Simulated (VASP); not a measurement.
A run of VASP 6.6.1 is set up as follows.

File INCAR:

```
SYSTEM = SnO
  PREC = Accurate
  ENCUT = 520
  EDIFF = 1E-6
  ISMEAR = 0
  SIGMA = 0.05
  LREAL = .False.
  LASPH = .True.
  NELM = 60
  ALGO = Normal
  ISIF = 2
  LWAVE = .False.
  LCHARG = .False.
  GGA = PE
  NBANDS = 28
```

File KPOINTS:

```
Automatic mesh
0
Gamma
  8 8 6
  0 0 0
```

Contents of POSCAR:

```
SnO
1.0
    3.7986000000      0.0000000000      0.0000000000
    0.0000000000      3.7986000000      0.0000000000
    0.0000000000      0.0000000000      4.8408000000
Sn O
2 2
Direct
    0.5000000000      0.0000000000      0.2369000000
    0.0000000000      0.5000000000      0.7631000000
    0.0000000000      0.0000000000      0.0000000000
    0.5000000000      0.5000000000      0.0000000000
```

Potentials or basis: VASP PAW PBE potentials, release 64 (Sn_d, O).

Command:

```bash
$ cat potpaw_PBE.64/Sn_d/POTCAR potpaw_PBE.64/O/POTCAR > POTCAR
$ mpirun -np 1 vasp_std > vasp.out
```

Task: Estimate the band gap on the k mesh.

Result: 0.07 eV, indirect (least direct gap 1.98 eV).

Task: Estimate the pressure.

Result: 5.1 GPa.

Stress tensor (GPa, compression positive):
```
5.44 0.00 0.00
0.00 5.44 0.00
0.00 0.00 4.28
```

Caveat: spin-orbit coupling is left out, which moves the levels of the heavy elements. A k mesh can miss the band edges.
